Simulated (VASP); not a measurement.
Set up this calculation in VASP 6.6.1, as the native input.

```yaml
Task: single point
Functional: PBE
Potentials_or_basis: VASP PAW PBE potentials, release 64 (B, N)
Cutoff: 520 eV
k_mesh: 12 × 12 × 6
Occupations: gaussian, width 0.05 eV
Spin: no spin polarisation
Dipole_correction: no
Further_INCAR_settings: ALGO = Normal; EDIFF = 1e-06; NBANDS = 16
```

The structure of BN lies in POSCAR:

```
BN
1.0
    2.5539396017      0.0000000000      0.0000000000
   -1.2769698009      2.2117765748      0.0000000000
    0.0000000000      0.0000000000      3.8887066000
B N
2 2
Direct
    0.6666666667      0.3333333333      0.9997240000
    0.3333333333      0.6666666667      0.4997240000
    0.6666666667      0.3333333333      0.6252760000
    0.3333333333      0.6666666667      0.1252760000
```

This cell differs from its parent crystal: strain +0.000 along x and y, -0.080 along z.

These files were run (other wordings do the same):

INCAR

```
SYSTEM = BN
ALGO     = Normal         ! electronic algorithm
EDIFF    = 1E-6           ! SCF threshold, eV
ENCUT    = 520            ! plane-wave cutoff, eV
GGA      = PE             ! functional
ISIF     = 2              ! what is computed and relaxed
ISMEAR   = 0              ! smearing method
LASPH    = .TRUE.         ! aspherical terms in the spheres
LCHARG   = .FALSE.        ! write CHGCAR
LREAL    = .FALSE.        ! projectors in reciprocal space
LWAVE    = .FALSE.        ! write WAVECAR
NBANDS   = 16             ! bands
NELM     = 100            ! most SCF steps
PREC     = Accurate       ! precision mode
SIGMA    = 0.05           ! smearing width, eV
```

KPOINTS

```
k-points
0
G
  12 12 6
  0 0 0
```

Potentials or basis: VASP PAW PBE potentials, release 64 (B, N).

Command:

```sh
$ cat potpaw_PBE.64/B/POTCAR potpaw_PBE.64/N/POTCAR > POTCAR
$ mpirun -np 1 vasp_std > vasp.out
```

It gave:

The pressure is 41.2 GPa and the largest force is 0.809 eV/Å. The band gap on the k mesh is 5.35 eV, indirect (least direct gap 7.85 eV).

Caveat: the cell differs from its parent crystal (strain +0.000 along x and y, -0.080 along z).

Wall time 16 s on 1 thread of Intel Xeon 6975P-C, with other jobs on the host, peak memory 0.14 GiB.
